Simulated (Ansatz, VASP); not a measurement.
NbSb in VASP and in Ansatz

```
Nb Sb
1.0
     4.68083    0.00000    0.00000
     0.00000    4.68083    0.00000
     0.00000    0.00000    4.64334
Nb Sb
2 2
Direct
  0.50000 0.00000 0.87736
  0.00000 0.50000 0.12264
  0.50000 0.00000 0.36731
  0.00000 0.50000 0.63269
```

Alike in both runs: task single point; functional PBE; k mesh 4 × 4 × 4; occupations gaussian, width 0.1 eV; no spin polarisation.

```csv
,VASP,Ansatz
version,VASP 6.6.1,Ansatz 0.2.0
potentials or method,"VASP PAW PBE potentials, release 64 (Nb_sv, Sb), cutoff 520 eV","scalar-relativistic, plane waves, PAW"
valence electrons in the cell,36,56
```

Ansatz gave:

* gap on the k mesh at the Fermi level (eV): none
* pressure (GPa): 25.7
* traceless stress, the component that is largest in VASP (GPa): 79.08
* rms of the force components (eV/Å): 0.802

Problem. What did VASP give for the same quantities?

Solution. gap on the k mesh at the Fermi level (eV): none; pressure (GPa): 25.3; traceless stress, the component that is largest in VASP (GPa): 78.23; rms of the force components (eV/Å): 0.785.

Atom by atom the forces differ by 0.017 eV/Å (rms over components). A gap of «none» marks a metal or a gap that the smearing closes. The functional is the same, so the differences come from potentials, cutoffs and numerics. VASP's potentials hold 36 valence electrons a cell and Ansatz's 56, so a difference there can come from the potentials and not from the codes.

Neither program's run includes spin-orbit coupling.
